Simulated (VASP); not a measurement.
A run of VASP 6.6.1:

The input INCAR:

```
SYSTEM = WS2
  PREC = Accurate
  ENCUT = 520
  EDIFF = 1E-7
  ISMEAR = 0
  SIGMA = 0.1
  LREAL = .False.
  LASPH = .True.
  NELM = 80
  ALGO = Normal
  ISIF = 2
  LWAVE = .False.
  LCHARG = .False.
  GGA = PE
  IVDW = 12
  NBANDS = 64
```

Contents of KPOINTS:

```
Automatic mesh
0
Gamma
  6 2 4
  0 0 0
```

Contents of POSCAR:

```
WS2
1.0
    3.1879104319      0.0000000000      0.0399231729
    0.0000000000     12.0681450008      0.0000000000
   -0.0780677258      0.0000000000      5.6726626343
W S
4 8
Direct
    0.9898516210      0.5291521129      0.6921710180
    0.0101483790      0.0291521129      0.3078289820
    0.5113958997      0.0401078464      0.9071103428
    0.4886041003      0.5401078464      0.0928896572
    0.9887148308      0.6776242685      0.9777334121
    0.0112851692      0.1776242685      0.0222665879
    0.5121997791      0.1454652221      0.5263316903
    0.4878002209      0.6454652221      0.4736683097
    0.5101394997      0.8915331034      0.1952474814
    0.4898605003      0.3915331034      0.8047525186
    0.9893496224      0.4241174467      0.3126342831
    0.0106503776      0.9241174467      0.6873657169
```

Potentials or basis: VASP PAW PBE potentials, release 64 (W_sv, S).

Command:

```console
$ cat potpaw_PBE.64/W_sv/POTCAR potpaw_PBE.64/S/POTCAR > POTCAR
$ mpirun -np 1 vasp_std > vasp.out
```

Hardware: 1 thread of Intel(R) Xeon(R) 6975P-C (Granite Rapids), on a shared host.

**Question.** Estimate the wall time of this run.

**Answer.** It took 3.6 min on 1 thread of Intel(R) Xeon(R) 6975P-C (Granite Rapids), on a shared host, peak memory 0.45 GiB. Counts: scf iterations 18, k points 28.
